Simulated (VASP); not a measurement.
# Gd (Fm-3m) in VASP: further runs

The runs below take Gd through single point, with PBEsol+D4.

Program: VASP 6.6.1. These are calculated values, not measurements. Logs are shortened: lines on timing, memory, paths and dates and some standing lists are left out, and cuts for length are marked.

## 1. The cell of the first run

The structure is cubic, space group Fm-3m (No. 225). Conventional cell: a = 5.172 Å, b = 5.172 Å, c = 5.172 Å, α = 90.00°, β = 90.00°, γ = 90.00°. Gd (site symmetry m-3m) has 12 Gd at 3.66 Å within 4.8 Å.

This isn't the form of Gd at room conditions, which is hcp.

## 2. Single point, PBEsol+D4, collinear spin, ferromagnetic start

Contents of INCAR:

```
SYSTEM = Gd
PREC     = Accurate       ! precision mode
ENCUT    = 520            ! plane-wave cutoff, eV
EDIFF    = 1E-7           ! SCF threshold, eV
ISMEAR   = 0              ! smearing method
SIGMA    = 0.1            ! smearing width, eV
LREAL    = .False.        ! projectors in reciprocal space
LASPH    = .True.         ! aspherical terms in the spheres
NELM     = 150            ! most SCF steps
ALGO     = Normal         ! electronic algorithm
ISIF     = 2              ! what is computed and relaxed
LWAVE    = .False.        ! write WAVECAR
LCHARG   = .False.        ! write CHGCAR
ISPIN    = 2              ! spin polarisation
MAGMOM   = 7              ! initial moments
LORBIT   = 11             ! projections on sites
LMAXMIX  = 6              ! l up to which the mixer works
GGA      = PS             ! functional
IVDW     = 13             ! dispersion correction
NBANDS   = 19             ! bands
```

Contents of KPOINTS:

```
regular mesh
0
Gamma
  7 7 7
  0 0 0
```

Contents of POSCAR:

```
Gd
1.0
    0.0000000000      2.5858190900      2.5858190900
    2.5858190900      0.0000000000      2.5858190900
    2.5858190900      2.5858190900      0.0000000000
Gd
1
Direct
    0.0000000000      0.0000000000      0.0000000000
```

Potentials or basis: VASP PAW PBE potentials, release 64 (Gd).

Started as:

```console
> cat potpaw_PBE.64/Gd/POTCAR > POTCAR
> mpirun -np 1 vasp_std > vasp.out
```

OUTCAR:

```text
SYSTEM = Gd
   PREC = Accurate
   ENCUT = 520
   EDIFF = 1E-7
   ISMEAR = 0
   LREAL = .False.
   LASPH = .True.
   NELM = 150
   ISIF = 2
   ISPIN = 2
   LORBIT = 11
   GGA = PS
   IVDW = 13

 ion  position               nearest neighbor table
   1  0.000  0.000  0.000-

  LATTYP: Found a face centered cubic cell.
 ALAT       =     5.1716381800

  Lattice vectors:

 A1 = (   0.0000000000,   2.5858190900,   2.5858190900)
 A2 = (   2.5858190900,   0.0000000000,   2.5858190900)
 A3 = (   2.5858190900,   2.5858190900,   0.0000000000)

Analysis of symmetry for initial positions (statically):
=====================================================================
 Subroutine PRICEL returns:
 Original cell was already a primitive cell.

 Routine SETGRP: Setting up the symmetry group for a
 face centered cubic supercell.

 Subroutine GETGRP returns: Found 48 space group operations
 (whereof 48 operations were pure point group operations)
 out of a pool of 48 trial point group operations.

The static configuration has the point symmetry O_h .

Analysis of symmetry for dynamics (positions and initial velocities):
=====================================================================
 Subroutine PRICEL returns:
 Original cell was already a primitive cell.

 Routine SETGRP: Setting up the symmetry group for a
 face centered cubic supercell.

 Subroutine GETGRP returns: Found 48 space group operations
 (whereof 48 operations were pure point group operations)
 out of a pool of 48 trial point group operations.

The dynamic configuration has the point symmetry O_h .

Analysis of structural, dynamic, and magnetic symmetry:
=====================================================================
 Subroutine PRICEL returns:
 Original cell was already a primitive cell.

 Routine SETGRP: Setting up the symmetry group for a
 face centered cubic supercell.

 Subroutine GETGRP returns: Found 48 space group operations
 (whereof 48 operations were pure point group operations)
 out of a pool of 48 trial point group operations.

The overall configuration has the point symmetry O_h .

 Subroutine INISYM returns: Found 48 space group operations
 (whereof 48 operations are pure point group operations),
 and found     1 'primitive' translations

----------------------------------------------------------------------------------------

                                     Primitive cell

  volume of cell :      34.5800

  direct lattice vectors                    reciprocal lattice vectors
     0.000000000  2.585819090  2.585819090    -0.193362328  0.193362328  0.193362328
     2.585819090  0.000000000  2.585819090     0.193362328 -0.193362328  0.193362328
     2.585819090  2.585819090  0.000000000     0.193362328  0.193362328 -0.193362328

  length of vectors
     3.656900427  3.656900427  3.656900427     0.334913377  0.334913377  0.334913377

  position of ions in fractional coordinates (direct lattice)
     0.000000000  0.000000000  0.000000000

  ion indices of the primitive-cell ions
   primitive index   ion index
                 1           1

----------------------------------------------------------------------------------------

 KPOINTS: regular mesh

Automatic generation of k-mesh.
 Grid dimensions read from file:
 generate k-points for:    7    7    7

 Generating k-lattice:

  Cartesian coordinates                     Fractional coordinates (reciprocal lattice)
    -0.027623190  0.027623190  0.027623190     0.142857143  0.000000000  0.000000000
     0.027623190 -0.027623190  0.027623190     0.000000000  0.142857143  0.000000000
     0.027623190  0.027623190 -0.027623190     0.000000000  0.000000000  0.142857143

  Length of vectors
     0.047844768  0.047844768  0.047844768

  Shift w.r.t. Gamma in fractional coordinates (k-lattice)
     0.000000000  0.000000000  0.000000000

 Subroutine IBZKPT returns following result:
 ===========================================

 Found     20 irreducible k-points:

 Following reciprocal coordinates:
            Coordinates               Weight
  0.000000  0.000000  0.000000      1.000000
  0.142857  0.000000  0.000000      8.000000
  0.285714  0.000000  0.000000      8.000000
  0.428571  0.000000  0.000000      8.000000
  0.142857  0.142857  0.000000      6.000000
  0.285714  0.142857  0.000000     24.000000
[... 12 lines left out ...]
 -0.428571  0.428571  0.142857     24.000000
 -0.285714  0.428571  0.142857     24.000000
   k-points           NKPTS =     20   k-points in BZ     NKDIM =     20   number of bands    NBANDS=     19
   number of dos      NEDOS =    301   number of ions     NIONS =      1
   total plane-waves  NPLWV =  21952
   dimension x,y,z NGX =    28 NGY =   28 NGZ =   28
   dimension x,y,z NGXF=    56 NGYF=   56 NGZF=   56
   ions per type =               1
   NGX,Y,Z   is equivalent  to a cutoff of  12.73, 12.73, 12.73 a.u.
   NGXF,Y,Z  is equivalent  to a cutoff of  25.46, 25.46, 25.46 a.u.
 SYSTEM =  Gd
   PREC   = accura    normal or accurate (medium, high low for compatibility)
   ISTART =      0    job   : 0-new  1-cont  2-samecut
   ICHARG =      2    charge: 1-file 2-atom 10-const
   ISPIN  =      2    spin polarized calculation?
   LNONCOLLINEAR =      F non collinear calculations
   LSORBIT =      F    spin-orbit coupling
   LASPH  =      T    aspherical Exc in radial PAW
   ENCUT  =  520.0 eV  38.22 Ry    6.18 a.u.   6.80  6.80  6.80*2*pi/ulx,y,z
   NELM   =    150;   NELMIN=  2; NELMDL= -5     # of ELM steps
   EDIFF  = 0.1E-06   stopping-criterion for ELM
   LREAL  =      F    real-space projection
   EDIFFG = 0.1E-05   stopping-criterion for IOM
   NSW    =      0    number of steps for IOM
   IBRION =     -1    ionic relax: 0-MD 1-quasi-New 2-CG
   NFREE  =      0    steps in history (QN), initial steepest desc. (CG)
   ISIF   =      2    stress and relaxation
   ISYM   =      2    0-nonsym 1-usesym 2-fastsym
   POTIM  = 0.5000    time-step for ionic-motion
   TEBEG  =    0.0;   TEEND  =   0.0 temperature during run
   PSTRESS=    0.0 pullay stress
   NELECT =      18.0000    total number of electrons
   NUPDOWN=      -1.0000    fix difference up-down
   EMIN   =  10.00;   EMAX   =-10.00  energy-range for DOS
   EFERMI =   0.00;   METHOD = LEGACY
   ISMEAR =     0;   SIGMA  =   0.10  broadening in eV -4-tet -1-fermi 0-gaus
   EFERMI_NEDOS =   21; number of points for ismear=-14 and -15
   IALGO  =     38    algorithm
   IMIX   =      4    mixing-type and parameters
     AMIX     =   0.40;   BMIX     =  1.00
     AMIX_MAG =   1.60;   BMIX_MAG =  1.00
  volume/ion in A,a.u.               =      34.58       233.36
  Fermi-wavevector in a.u.,A,eV,Ry     =   1.316914  2.488607 23.596086  1.734263
  Thomas-Fermi vector in A             =   2.446993
   LORBIT       =     11    0 simple, 1 ext, 2 COOP (PROOUT), +10 PAW based schemes
   GGA     = PS    functional components
   LHFCALC =     F    Hartree Fock is set to
   AEXX    =    0.0000 exact exchange contribution
   IVDW    =    13    specifies the selected vdW correction
   LEPSILON=     F    determine dielectric tensor
   LRPA    =     F    only Hartree local field effects (RPA)
 spin polarized calculation
 Gauss-broadening in eV      SIGMA  =   0.10
  energy-cutoff  :      520.00
  volume of cell :       34.58
 maximum number of plane-waves:       950
   NGX = 13   NGY = 13   NGZ = 13

 number of electron      18.0000002 magnetization       7.3215423

 Free energy of the ion-electron system (eV)
  ---------------------------------------------------
  ext. energy  EPLUGINS =         0.00000000
  ---------------------------------------------------
  free energy    TOTEN  =       -11.95983616 eV

  energy without entropy =      -11.94524957  energy(sigma->0) =      -11.95254287

 E-fermi :   2.6996     XC(G=0):  -9.9208

 val. band max:        2.6718828255   @ k =   0.4286   0.1429   0.0000
 cond. band min:       2.7000057818   @ k =  -0.4286   0.2857   0.1429
 fundamental gap:      0.0281229563
 Fermi energy:         2.6995683832

 spin component 1

 k-point     1 :       0.0000    0.0000    0.0000
  band No.  band energies     occupation
      1     -42.5908      1.00000
      2     -19.6672      1.00000
      3     -19.6672      1.00000
      4     -19.6672      1.00000
      5      -2.2918      1.00000
      6      -2.1302      1.00000
[... 11 lines left out ...]
     18      11.6216      0.00000
     19      14.7964      0.00000

 k-point     2 :       0.1429    0.0000    0.0000
  band No.  band energies     occupation
      1     -42.5812      1.00000
      2     -19.7870      1.00000
      3     -19.6826      1.00000
      4     -19.6826      1.00000
      5      -2.1173      1.00000
      6      -2.0795      1.00000
[... 388 lines left out ...]
 k-point    20 :      -0.2857    0.4286    0.1429
  band No.  band energies     occupation
      1     -42.5240      1.00000
      2     -20.0879      1.00000
      3     -20.0515      1.00000
      4     -19.8626      1.00000
      5      -2.0963      1.00000
      6      -2.0812      1.00000
[... 11 lines left out ...]
     18      10.5623      0.00000
     19      11.3278      0.00000
 Fermi energy:         2.6995683832

 spin component 2

 k-point     1 :       0.0000    0.0000    0.0000
  band No.  band energies     occupation
      1     -39.4431      1.00000
      2     -17.3353      1.00000
      3     -17.3353      1.00000
      4     -17.3353      1.00000
      5      -1.6437      1.00000
      6       2.9245      0.00073
[... 11 lines left out ...]
     18      12.4280      0.00000
     19      15.4631      0.00000

 k-point     2 :       0.1429    0.0000    0.0000
  band No.  band energies     occupation
      1     -39.4307      1.00000
      2     -17.4862      1.00000
      3     -17.3540      1.00000
      4     -17.3540      1.00000
      5      -1.1110      1.00000
      6       2.8950      0.00285
[... 388 lines left out ...]
 k-point    20 :      -0.2857    0.4286    0.1429
  band No.  band energies     occupation
      1     -39.3571      1.00000
      2     -17.8558      1.00000
      3     -17.8114      1.00000
      4     -17.5758      1.00000
      5       2.2445      1.00000
      6       2.8332      0.02938
[... 11 lines left out ...]
     18      11.7622      0.00000
     19      12.5150      0.00000

------------------------ aborting loop because EDIFF is reached ----------------------------------------

  DFT-D4 for vdW energy calculation

  Edisp (eV):   -0.16176

  FORCE on cell =-STRESS in cart. coord.  units (eV):
  Direction    XX          YY          ZZ          XY          YZ          ZX
  --------------------------------------------------------------------------------------
  -------------------------------------------------------------------------------------
  Total      -1.01152    -1.01152    -1.01152    -0.00000    -0.00000     0.00000
  in kB     -46.86645   -46.86645   -46.86645    -0.00000    -0.00000     0.00000
  external pressure =      -46.87 kB  Pullay stress =        0.00 kB

 VOLUME and BASIS-vectors are now :
 -----------------------------------------------------------------------------
  energy-cutoff  :      520.00
  volume of cell :       34.58
      direct lattice vectors                 reciprocal lattice vectors
     0.000000000  2.585819090  2.585819090    -0.193362328  0.193362328  0.193362328
     2.585819090  0.000000000  2.585819090     0.193362328 -0.193362328  0.193362328
     2.585819090  2.585819090  0.000000000     0.193362328  0.193362328 -0.193362328

 POSITION                                       TOTAL-FORCE (eV/Angst)
 -----------------------------------------------------------------------------------
      0.00000      0.00000      0.00000         0.000000     -0.000000      0.000000
 -----------------------------------------------------------------------------------
    total drift:                               -0.000000     -0.000000     -0.000000

  FREE ENERGIE OF THE ION-ELECTRON SYSTEM (eV)
  ---------------------------------------------------
  free  energy   TOTEN  =       -12.1215933582 eV

  energy  without entropy=      -12.1070067664  energy(sigma->0) =      -12.11430006

 total charge

# of ion       s       p       d       f       tot
--------------------------------------------------
    1        2.070   5.542   0.552   7.006  15.170

 magnetization (x)

# of ion       s       p       d       f       tot
--------------------------------------------------
    1        0.002  -0.055   0.140   6.792   6.879
```

Run time: 2.3 min. Hardware: 1 thread of Intel Xeon 8259CL, shared host; peak memory 0.19 GiB.

Results:

| Quantity | Value |
| --- | --- |
| Free energy | -12.1216 eV |
| Pressure | -4.7 GPa |
| Net moment | 7.32 μB per cell |
| Site moments | Gd +6.88 μB |
| Valence electrons inside the program's atomic spheres | Gd 15.17 |
| Dispersion energy per atom | -0.162 eV |

Caveat: the cell stands under tension; the PAW data sets were made with another functional, which shifts forces and pressure a little; spin-orbit coupling is left out, which moves the levels of the heavy elements; semilocal functionals describe open f shells poorly, which spoils levels, moments and volumes.

## 3. Single point, PBEsol+D4, collinear spin, ferromagnetic start

Contents of INCAR:

```
SYSTEM = Gd
  PREC = Accurate
  ENCUT = 520
  EDIFF = 1E-6
  ISMEAR = 0
  SIGMA = 0.05
  LREAL = .FALSE.
  LASPH = .TRUE.
  NELM = 150
  ALGO = Normal
  ISIF = 2
  LWAVE = .FALSE.
  LCHARG = .FALSE.
  ISPIN = 2
  MAGMOM = 7
  LORBIT = 11
  LMAXMIX = 6
  GGA = PS
  IVDW = 13
  NBANDS = 19
```

Contents of KPOINTS:

```
regular mesh
0
G
  7 7 7
  0 0 0
```

POSCAR is that of step 2.

Potentials or basis: VASP PAW PBE potentials, release 64 (Gd).

Started as:

```console
> cat potpaw_PBE.64/Gd/POTCAR > POTCAR
> mpirun -np 1 vasp_std > vasp.out
```

It took 2.7 min on 1 thread of Intel Xeon 8259CL, shared host; peak memory 0.19 GiB.

It converged, with:

| Property | Result |
| --- | --- |
| Free energy | -12.1156 eV |
| Pressure | -4.6 GPa |
| Net moment | 7.30 μB per cell |
| Site moments | Gd +6.87 μB |
| Valence electrons inside the program's atomic spheres | Gd 15.17 |
| Dispersion energy per atom | -0.162 eV |

Levels at points of the mesh, in eV from the Fermi level:
Spin up:
```
           k point  band 11  band 12  band 13  band 14  band 15  band 16
(0.00, 0.00, 0.00)    -4.70    -4.70     1.32     1.32     1.32     3.44
```
Spin down:
| k point | band 3 | band 4 | band 5 | band 6 | band 7 | band 8 |
| --- | --- | --- | --- | --- | --- | --- |
| (0.00, 0.00, 0.00) | -20.05 | -20.05 | -4.36 | 0.22 | 0.40 | 0.40 |

Caveat: the cell stands under tension; the PAW data sets were made with another functional, which shifts forces and pressure a little; spin-orbit coupling is left out, which moves the levels of the heavy elements; semilocal functionals describe open f shells poorly, which spoils levels, moments and volumes. The state reached can hang on the start; a lower one may exist.

## 4. Single point, PBEsol+D4, collinear spin, ferromagnetic start

Contents of INCAR:

```
SYSTEM = Gd
PREC     = Accurate       ! precision mode
ENCUT    = 520            ! plane-wave cutoff, eV
EDIFF    = 1E-7           ! SCF threshold, eV
ISMEAR   = 0              ! smearing method
SIGMA    = 0.025          ! smearing width, eV
LREAL    = .False.        ! projectors in reciprocal space
LASPH    = .True.         ! aspherical terms in the spheres
NELM     = 150            ! most SCF steps
ALGO     = Normal         ! electronic algorithm
ISIF     = 2              ! what is computed and relaxed
LWAVE    = .False.        ! write WAVECAR
LCHARG   = .False.        ! write CHGCAR
ISPIN    = 2              ! spin polarisation
MAGMOM   = 7              ! initial moments
LORBIT   = 11             ! projections on sites
LMAXMIX  = 6              ! l up to which the mixer works
GGA      = PS             ! functional
IVDW     = 13             ! dispersion correction
NBANDS   = 19             ! bands
```

Contents of KPOINTS:

```
regular mesh
0
Gamma
  7 7 7
  0 0 0
```

POSCAR is that of step 3.

Started as:

```console
> cat potpaw_PBE.64/Gd/POTCAR > POTCAR
> mpirun -np 1 vasp_std > vasp.out
```

It took 5.7 min on 1 thread of Intel Xeon 8259CL, shared host; peak memory 0.19 GiB.

It converged, with:

* Free energy: -12.1136 eV
* Pressure: -4.6 GPa
* Net moment: 7.33 μB per cell
* Site moments: Gd +6.88 μB
* Valence electrons inside the program's atomic spheres: Gd 15.17
* Dispersion energy per atom: -0.162 eV

Levels at points of the mesh, in eV from the Fermi level:
Spin up:
| k point | band 10 | band 11 | band 12 | band 13 | band 14 | band 15 | band 16 | band 17 |
| --- | --- | --- | --- | --- | --- | --- | --- | --- |
| (0.00, 0.00, 0.00) | -4.70 | -4.70 | -4.70 | 1.31 | 1.31 | 1.31 | 3.43 | 3.43 |
Spin down:
```csv
k point,band 3,band 4,band 5,band 6,band 7,band 8
"(0.00, 0.00, 0.00)",-20.05,-20.05,-4.35,0.21,0.39,0.39
```

Caveat: the cell stands under tension; the PAW data sets were made with another functional, which shifts forces and pressure a little; spin-orbit coupling is left out, which moves the levels of the heavy elements; semilocal functionals describe open f shells poorly, which spoils levels, moments and volumes. The state reached can hang on the start; a lower one may exist.

## 5. Overview

```tsv
smearing	gap on the mesh (eV)	pressure (GPa)	moment (μB)
gaussian 0.1 eV	none	-4.7	7.32
gaussian 0.05 eV	none	-4.6	7.30
gaussian 0.025 eV	none	-4.6	7.33
```

Alike in all rows: task single point; level PBEsol+D4; potentials or basis VASP PAW PBE potentials, release 64 (Gd); spin collinear, ferromagnetic start; cell as given; k mesh 7 × 7 × 7; cutoff (eV) 520.

Caveats: the cell stands under tension; the PAW data sets were made with another functional, which shifts forces and pressure a little; spin-orbit coupling is left out, which moves the levels of the heavy elements; semilocal functionals describe open f shells poorly, which spoils levels, moments and volumes.

Total energies depend on the potentials used, so only differences within one code and one set of settings carry meaning.
